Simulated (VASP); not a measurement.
A run of VASP 6.6.1 is set up as follows.

INCAR

```
SYSTEM = C
ALGO = Normal
EDIFF = 1E-6
ENCUT = 520
ISIF = 2
ISMEAR = -1
LASPH = .True.
LCHARG = .False.
LREAL = .False.
LWAVE = .False.
NBANDS = 26
NELM = 100
PREC = Accurate
SIGMA = 0.1
```

Contents of KPOINTS:

```
k-points
0
Gamma
  9 9 9
  0 0 0
```

File POSCAR:

```
C
1.0
    3.7923553075      0.0000000000      0.0000000000
    0.0000000000      3.7923553075      0.0000000000
    0.0000000000      0.0000000000      3.7923553075
C
8
Direct
    0.0000000000      1.0000000000      1.0000000000
    0.5000000000      0.5000000000      0.5000000000
    0.2500000000      0.0000000000      0.5000000000
    0.7500000000      0.0000000000      0.5000000000
    0.5000000000      0.2500000000      1.0000000000
    0.5000000000      0.7500000000      0.0000000000
    1.0000000000      0.5000000000      0.2500000000
    1.0000000000      0.5000000000      0.7500000000
```

Potentials or basis: VASP PAW LDA potentials, release 64 (C).

Launch:

```bash
$ cat potpaw_LDA.64/C/POTCAR > POTCAR
$ mpirun -np 1 vasp_std > vasp.out
```

Problem. What does it give for the band gap on the k mesh?

Solution. Zero (band 16 reaches 9.80 eV, above the bottom of band 17 at 7.15 eV).

Problem. What does it give for the pressure?

Solution. 0.5 GPa.
